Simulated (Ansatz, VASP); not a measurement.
# CuPd: VASP beside Ansatz

```
CELL_PARAMETERS angstrom
2.98800 0.00000 0.00000
0.00000 2.98800 0.00000
0.00000 0.00000 3.01788
ATOMIC_POSITIONS crystal
Cu 0.00000 0.00000 0.00000
Pd 0.50000 0.50000 0.50000
```

Change from the starting cell: zz strain of +1 %.

Alike in both runs: task single point; functional PBEsol; k mesh 14 × 14 × 14; occupations fermi-dirac, width 0.05 eV; no spin polarisation.

|  | VASP | Ansatz |
| --- | --- | --- |
| version | VASP 6.6.1 | Ansatz 0.2.0 |
| potentials or method | VASP PAW PBE potentials, release 64 (Cu, Pd), cutoff 520 eV | all-electron LAPW, scalar-relativistic |

```tsv
	VASP	Ansatz	Ansatz less VASP
pressure (GPa)	-5.9	-6.1	-0.25
traceless stress, the component that is largest in VASP (GPa)	-0.19	-0.19	0.000
```

VASP's potentials were made for PBE, not for PBEsol. Ansatz ran all-electron here, and VASP with PAW potentials.
